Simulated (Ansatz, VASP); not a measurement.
As: VASP beside Ansatz

Contents of INCAR:

```
PREC = Accurate
ENCUT = 520
EDIFF = 1E-6
ISMEAR = 0
SIGMA = 0.02
LREAL = False
LASPH = True
NELM = 80
ALGO = Normal
ISIF = 2
LWAVE = False
LCHARG = False
LDIPOL = True
IDIPOL = 3
DIPOL = 0.5 0.5 0.500
GGA = CA
NBANDS = 12
```

File KPOINTS:

```
Automatic mesh
0
Gamma
  9 9 1
```

Contents of POSCAR:

```
As
1.0
    3.4070000000      0.0000000000      0.0000000000
   -1.7035000000      2.9505485507      0.0000000000
    0.0000000000      0.0000000000     28.0000000000
As
2
Direct
    0.3333333333      0.6666666667      0.5370000000
    0.6666666667      0.3333333333      0.4630000000
```

Input for Ansatz:

```yaml
crystal:
  lattice:
    - [3.407, 0.0, 0.0]
    - [-1.7035, 2.9505485507, 0.0]
    - [0.0, 0.0, 28.0]
  atoms:
    - { symbol: As, position: [0.3333333333, 0.6666666667, 0.537] }
    - { symbol: As, position: [0.6666666667, 0.3333333333, 0.463] }
  periodic: [true, true, false]
basis:
  ecutwfc: 420
kpoints:
  mp_grid: { grid: [9, 9, 1] }
hamiltonian:
  xc: lda
scf:
  occupations: { method: gaussian, width: 0.02 }
output:
  forces: true
  stress: true
  eigenvalues: true
```

Alike in both runs: task single point; functional LDA; k mesh 9 × 9 × 1; occupations gaussian, width 0.02 eV; no spin polarisation.

```csv
,VASP,Ansatz
version,VASP 6.6.1,Ansatz 0.2.0
potentials or method,"VASP PAW LDA potentials, release 64 (As), cutoff 520 eV","scalar-relativistic, plane waves, PAW"
valence electrons in the cell,10,30
```

|  | VASP | Ansatz | Ansatz less VASP |
| --- | --- | --- | --- |
| gap on the k mesh at the Fermi level (eV) | none | none | - |
| rms of the force components (eV/Å) | 1.415 | 1.422 | +0.0078 |

LDA's correlation is that of Perdew and Zunger in VASP and of Perdew and Wang (1992) in Ansatz. Atom by atom the forces differ by 0.008 eV/Å (rms over components). A gap of «none» marks a metal or a gap that the smearing closes. VASP's potentials hold 10 valence electrons a cell and Ansatz's 30, so a difference there can come from the potentials and not from the codes.
